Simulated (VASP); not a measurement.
Te2Mo, 6 atoms in the cell. The cell holds a slab with vacuum, 6 atoms: a = 3.536 Å, b = 3.536 Å, c = 24.645 Å, α = 90.00°, β = 90.00°, γ = 120.00°. 

```yaml
Program: VASP 6.6.1
Task: single point
Functional: PBEsol
Potentials_or_basis: VASP PAW PBE potentials, release 64 (Te, Mo_sv)
Cutoff: 520 eV
k_mesh: 9 × 9 × 2
Occupations: fermi-dirac, width 0.05 eV
Spin: no spin polarisation
Dipole_correction: no
Further_INCAR_settings: ALGO = Normal; EDIFF = 1e-07; NBANDS = 35
```

Potentials or basis: VASP PAW PBE potentials, release 64 (Te, Mo_sv).

Run with:

```console
$ cat potpaw_PBE.64/Te/POTCAR potpaw_PBE.64/Mo_sv/POTCAR > POTCAR
$ mpirun -np 1 vasp_std > vasp.out
```

Hardware: 1 thread of Intel(R) Xeon(R) 6975P-C (Granite Rapids), on a shared host.

Q: Estimate the wall time of this run.

A: Run time: 3.2 min on 1 thread of Intel(R) Xeon(R) 6975P-C (Granite Rapids), on a shared host, peak memory 0.48 GiB. Counts: scf iterations 24, k points 24.
